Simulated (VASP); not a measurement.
# KCl (Sylvite) (Fm-3m) in VASP: further runs

KCl (Sylvite) is run at these levels: PBEsol; tasks: single point, relaxation of cell and atoms.

Everything below comes from runs of VASP 6.6.1. Logs are shortened: lines on timing, memory, paths and dates and some standing lists are left out, and cuts for length are marked.

### Step 1. The cell of the first run

The structure is cubic, space group Fm-3m (No. 225). The conventional cell has a = 6.285 Å, b = 6.285 Å, c = 6.285 Å, α = 90.00°, β = 90.00°, γ = 90.00°. K (site symmetry m-3m) has 6 Cl at 3.14 Å within 4.1 Å. Within 4.1 Å of Cl (site symmetry m-3m) lie 6 K at 3.14 Å.

### Step 2. Single point, PBEsol (volume scaled by 1.02)

File INCAR:

```
SYSTEM = KCl
PREC = Accurate ; ENCUT = 500
EDIFF = 1E-6 ; ISMEAR = 0
SIGMA = 0.01 ; LREAL = .False.
LASPH = .True. ; NELM = 120
ALGO = Normal ; ISIF = 2
LWAVE = .False. ; LCHARG = .True.
GGA = PS ; LELF = .True.
LVHAR = .True. ; NBANDS = 15
GGA_COMPAT = .False.
```

File KPOINTS:

```
Automatic mesh
0
Gamma
  6 6 6
  0 0 0
```

File POSCAR:

```
KCl
1.0
    0.0000000000      3.1422608395      3.1422608395
    3.1422608395      0.0000000000      3.1422608395
    3.1422608395      3.1422608395      0.0000000000
K Cl
1 1
Direct
    0.0000000000      0.0000000000      0.0000000000
    0.5000000000      0.5000000000      0.5000000000
```

Potentials or basis: VASP PAW PBE potentials, release 64 (K_sv, Cl).

The run is started by

```
> cat potpaw_PBE.64/K_sv/POTCAR potpaw_PBE.64/Cl/POTCAR > POTCAR
> mpirun -np 1 vasp_std > vasp.out
```

OUTCAR:

```text
SYSTEM = KCl
   PREC = Accurate
   ENCUT = 500
   EDIFF = 1E-6
   ISMEAR = 0
   LREAL = .False.
   LASPH = .True.
   NELM = 120
   ISIF = 2
   GGA = PS

 ion  position               nearest neighbor table
   1  0.000  0.000  0.000-   2 3.14   2 3.14   2 3.14   2 3.14   2 3.14   2 3.14
   2  0.500  0.500  0.500-   1 3.14   1 3.14   1 3.14   1 3.14   1 3.14   1 3.14

  LATTYP: Found a face centered cubic cell.
 ALAT       =     6.2845216790

  Lattice vectors:

 A1 = (   0.0000000000,   3.1422608395,   3.1422608395)
 A2 = (   3.1422608395,   0.0000000000,   3.1422608395)
 A3 = (   3.1422608395,   3.1422608395,   0.0000000000)

Analysis of symmetry for initial positions (statically):
=====================================================================
 Subroutine PRICEL returns:
 Original cell was already a primitive cell.

 Routine SETGRP: Setting up the symmetry group for a
 face centered cubic supercell.

 Subroutine GETGRP returns: Found 48 space group operations
 (whereof 48 operations were pure point group operations)
 out of a pool of 48 trial point group operations.

The static configuration has the point symmetry O_h .

Analysis of symmetry for dynamics (positions and initial velocities):
=====================================================================
 Subroutine PRICEL returns:
 Original cell was already a primitive cell.

 Routine SETGRP: Setting up the symmetry group for a
 face centered cubic supercell.

 Subroutine GETGRP returns: Found 48 space group operations
 (whereof 48 operations were pure point group operations)
 out of a pool of 48 trial point group operations.

The dynamic configuration has the point symmetry O_h .

 Subroutine INISYM returns: Found 48 space group operations
 (whereof 48 operations are pure point group operations),
 and found     1 'primitive' translations

----------------------------------------------------------------------------------------

                                     Primitive cell

  volume of cell :      62.0521

  direct lattice vectors                    reciprocal lattice vectors
     0.000000000  3.142260840  3.142260840    -0.159121100  0.159121100  0.159121100
     3.142260840  0.000000000  3.142260840     0.159121100 -0.159121100  0.159121100
     3.142260840  3.142260840  0.000000000     0.159121100  0.159121100 -0.159121100

  length of vectors
     4.443827896  4.443827896  4.443827896     0.275605829  0.275605829  0.275605829

  position of ions in fractional coordinates (direct lattice)
     0.000000000  0.000000000  0.000000000
     0.500000000  0.500000000  0.500000000

  ion indices of the primitive-cell ions
   primitive index   ion index
                 1           1
                 2           2

----------------------------------------------------------------------------------------

 KPOINTS: Automatic mesh

Automatic generation of k-mesh.
 Grid dimensions read from file:
 generate k-points for:    6    6    6

 Generating k-lattice:

  Cartesian coordinates                     Fractional coordinates (reciprocal lattice)
    -0.026520183  0.026520183  0.026520183     0.166666667  0.000000000  0.000000000
     0.026520183 -0.026520183  0.026520183     0.000000000  0.166666667  0.000000000
     0.026520183  0.026520183 -0.026520183     0.000000000  0.000000000  0.166666667

  Length of vectors
     0.045934305  0.045934305  0.045934305

  Shift w.r.t. Gamma in fractional coordinates (k-lattice)
     0.000000000  0.000000000  0.000000000

 Subroutine IBZKPT returns following result:
 ===========================================

 Found     16 irreducible k-points:

 Following reciprocal coordinates:
            Coordinates               Weight
  0.000000  0.000000  0.000000      1.000000
  0.166667  0.000000  0.000000      8.000000
  0.333333  0.000000  0.000000      8.000000
  0.500000  0.000000  0.000000      4.000000
  0.166667  0.166667  0.000000      6.000000
  0.333333  0.166667  0.000000     24.000000
[... 8 lines left out ...]
 -0.333333  0.333333  0.166667     24.000000
 -0.333333  0.500000  0.166667     12.000000
   k-points           NKPTS =     16   k-points in BZ     NKDIM =     16   number of bands    NBANDS=     15
   number of dos      NEDOS =    301   number of ions     NIONS =      2
   total plane-waves  NPLWV =  32768
   dimension x,y,z NGX =    32 NGY =   32 NGZ =   32
   dimension x,y,z NGXF=    64 NGYF=   64 NGZF=   64
   ions per type =               1   1
   NGX,Y,Z   is equivalent  to a cutoff of  11.97, 11.97, 11.97 a.u.
   NGXF,Y,Z  is equivalent  to a cutoff of  23.94, 23.94, 23.94 a.u.
 SYSTEM =  KCl
   PREC   = accura    normal or accurate (medium, high low for compatibility)
   ISTART =      0    job   : 0-new  1-cont  2-samecut
   ICHARG =      2    charge: 1-file 2-atom 10-const
   ISPIN  =      1    spin polarized calculation?
   LNONCOLLINEAR =      F non collinear calculations
   LSORBIT =      F    spin-orbit coupling
   LASPH  =      T    aspherical Exc in radial PAW
   ENCUT  =  500.0 eV  36.75 Ry    6.06 a.u.   8.10  8.10  8.10*2*pi/ulx,y,z
   NELM   =    120;   NELMIN=  2; NELMDL= -5     # of ELM steps
   EDIFF  = 0.1E-05   stopping-criterion for ELM
   LREAL  =      F    real-space projection
   EDIFFG = 0.1E-04   stopping-criterion for IOM
   NSW    =      0    number of steps for IOM
   IBRION =     -1    ionic relax: 0-MD 1-quasi-New 2-CG
   NFREE  =      0    steps in history (QN), initial steepest desc. (CG)
   ISIF   =      2    stress and relaxation
   ISYM   =      2    0-nonsym 1-usesym 2-fastsym
   POTIM  = 0.5000    time-step for ionic-motion
   TEBEG  =    0.0;   TEEND  =   0.0 temperature during run
   PSTRESS=    0.0 pullay stress
   NELECT =      16.0000    total number of electrons
   NUPDOWN=      -1.0000    fix difference up-down
   EMIN   =  10.00;   EMAX   =-10.00  energy-range for DOS
   EFERMI =   0.00;   METHOD = LEGACY
   ISMEAR =     0;   SIGMA  =   0.01  broadening in eV -4-tet -1-fermi 0-gaus
   EFERMI_NEDOS =   21; number of points for ismear=-14 and -15
   IALGO  =     38    algorithm
   IMIX   =      4    mixing-type and parameters
     AMIX     =   0.40;   BMIX     =  1.00
     AMIX_MAG =   1.60;   BMIX_MAG =  1.00
  volume/ion in A,a.u.               =      31.03       209.37
  Fermi-wavevector in a.u.,A,eV,Ry     =   1.041988  1.969071 14.772367  1.085738
  Thomas-Fermi vector in A             =   2.176633
   LORBIT       =      0    0 simple, 1 ext, 2 COOP (PROOUT), +10 PAW based schemes
   GGA     = PS    functional components
   LHFCALC =     F    Hartree Fock is set to
   AEXX    =    0.0000 exact exchange contribution
   IVDW    =     0    specifies the selected vdW correction
   LEPSILON=     F    determine dielectric tensor
   LRPA    =     F    only Hartree local field effects (RPA)
 non-spin polarized calculation
 Gauss-broadening in eV      SIGMA  =   0.01
  energy-cutoff  :      500.00
  volume of cell :       62.05
 maximum number of plane-waves:      1591
   NGX = 17   NGY = 17   NGZ = 17

 number of electron      16.0000001 magnetization

 Free energy of the ion-electron system (eV)
  ---------------------------------------------------
  ext. energy  EPLUGINS =         0.00000000
  ---------------------------------------------------
  free energy    TOTEN  =        -7.02243151 eV

  energy without entropy =       -7.02243151  energy(sigma->0) =       -7.02243151

 E-fermi :  -1.8327     XC(G=0):  -7.7375

 val. band max:       -1.8898698839   @ k =   0.0000   0.0000   0.0000
 cond. band min:       3.1451232968   @ k =   0.0000   0.0000   0.0000
 fundamental gap:      5.0349931806
 Fermi energy:        -1.8327492303

 k-point     1 :       0.0000    0.0000    0.0000
  band No.  band energies     occupation
      1     -28.9247      2.00000
      2     -13.9858      2.00000
      3     -12.4511      2.00000
      4     -12.4511      2.00000
      5     -12.4511      2.00000
      6      -1.8899      2.00000
      7      -1.8899      2.00000
      8      -1.8899      2.00000
      9       3.1451      0.00000
     10       6.4064      0.00000
     11       6.4064      0.00000
     12       6.4064      0.00000
     13       7.2944      0.00000
     14       7.2944      0.00000
     15      10.8719      0.00000

 k-point     2 :       0.1667    0.0000    0.0000
  band No.  band energies     occupation
      1     -28.9219      2.00000
      2     -14.0365      2.00000
      3     -12.4535      2.00000
      4     -12.4535      2.00000
      5     -12.3866      2.00000
      6      -2.2179      2.00000
      7      -1.9788      2.00000
      8      -1.9788      2.00000
      9       3.7907      0.00000
     10       6.2175      0.00000
     11       6.7554      0.00000
     12       6.7554      0.00000
     13       7.6725      0.00000
     14       7.6725      0.00000
     15      11.8375      0.00000

 k-point     3 :       0.3333    0.0000    0.0000
  band No.  band energies     occupation
      1     -28.9162      2.00000
      2     -14.1278      2.00000
      3     -12.4584      2.00000
      4     -12.4584      2.00000
      5     -12.2672      2.00000
      6      -2.7530      2.00000
      7      -2.1471      2.00000
      8      -2.1471      2.00000
      9       5.0203      0.00000
     10       6.2719      0.00000
     11       7.7039      0.00000
     12       7.7039      0.00000
     13       8.6267      0.00000
     14       8.6267      0.00000
     15      10.9278      0.00000
[... 199 lines left out ...]
 k-point    15 :      -0.3333    0.3333    0.1667
  band No.  band energies     occupation
      1     -28.9109      2.00000
      2     -14.0313      2.00000
      3     -12.5322      2.00000
      4     -12.5131      2.00000
      5     -12.3378      2.00000
      6      -2.6276      2.00000
      7      -2.3429      2.00000
      8      -2.2563      2.00000
      9       5.9362      0.00000
     10       6.1887      0.00000
     11       7.7823      0.00000
     12       8.0561      0.00000
     13       9.2912      0.00000
     14       9.8661      0.00000
     15       9.9634      0.00000

 k-point    16 :      -0.3333    0.5000    0.1667
  band No.  band energies     occupation
      1     -28.9100      2.00000
      2     -13.9554      2.00000
      3     -12.5785      2.00000
      4     -12.5327      2.00000
      5     -12.3978      2.00000
      6      -2.4803      2.00000
      7      -2.3273      2.00000
      8      -2.2599      2.00000
      9       5.2403      0.00000
     10       6.9196      0.00000
     11       7.0986      0.00000
     12       8.2205      0.00000
     13       9.0205      0.00000
     14       9.8305      0.00000
     15      10.3689      0.00000

------------------------ aborting loop because EDIFF is reached ----------------------------------------

  FORCE on cell =-STRESS in cart. coord.  units (eV):
  Direction    XX          YY          ZZ          XY          YZ          ZX
  --------------------------------------------------------------------------------------
  -------------------------------------------------------------------------------------
  Total       -0.1217817     -0.1217817     -0.1217817     -0.0000000      0.0000000      0.0000000
  in kB       -3.1443871     -3.1443871     -3.1443871     -0.0000000      0.0000000      0.0000000
  external PRESSURE =      -3.1443871 kB  Pullay stress =       0.0000000 kB

 VOLUME and BASIS-vectors are now :
 -----------------------------------------------------------------------------
  energy-cutoff  :      500.00
  volume of cell :       62.05
      direct lattice vectors                 reciprocal lattice vectors
     0.000000000  3.142260840  3.142260840    -0.159121100  0.159121100  0.159121100
     3.142260840  0.000000000  3.142260840     0.159121100 -0.159121100  0.159121100
     3.142260840  3.142260840  0.000000000     0.159121100  0.159121100 -0.159121100

 POSITION                                       TOTAL-FORCE (eV/Angst)
 -----------------------------------------------------------------------------------
      0.00000      0.00000      0.00000        -0.000000     -0.000000     -0.000000
      3.14226      3.14226      3.14226         0.000000      0.000000      0.000000
 -----------------------------------------------------------------------------------
    total drift:                                0.000000     -0.000000     -0.000000

  FREE ENERGIE OF THE ION-ELECTRON SYSTEM (eV)
  ---------------------------------------------------
  free  energy   TOTEN  =        -7.0224315145 eV

  energy  without entropy=       -7.0224315145  energy(sigma->0) =       -7.02243151
```

It took 5.7 s on 1 thread of Intel Xeon 6975P-C (Granite Rapids), shared host; peak memory 0.17 GiB.

Results:

| Quantity | Value |
| --- | --- |
| Free energy | -7.0224 eV |
| Pressure | -0.3 GPa |
| Band gap on the k mesh | 5.04 eV, direct |

Levels at points of the mesh, in eV from the valence-band top:
```csv
k point,band 4,band 5,band 6,band 7,band 8,band 9,band 10,band 11,band 12,band 13
"(0.00, 0.00, 0.00)",-10.56,-10.56,0.00,0.00,0.00,5.04,8.30,8.30,8.30,9.18
"(0.50, 0.00, 0.00)",-10.57,-10.32,-1.09,-0.34,-0.34,7.44,8.50,10.49,10.49,11.32
"(0.50, 0.50, 0.00)",-10.62,-10.62,-0.68,-0.23,-0.23,6.40,8.25,9.93,10.19,10.58
```

Caveat: the PAW data sets were made with another functional, which shifts forces and pressure a little.

(Part 1 of 2 ends here.)
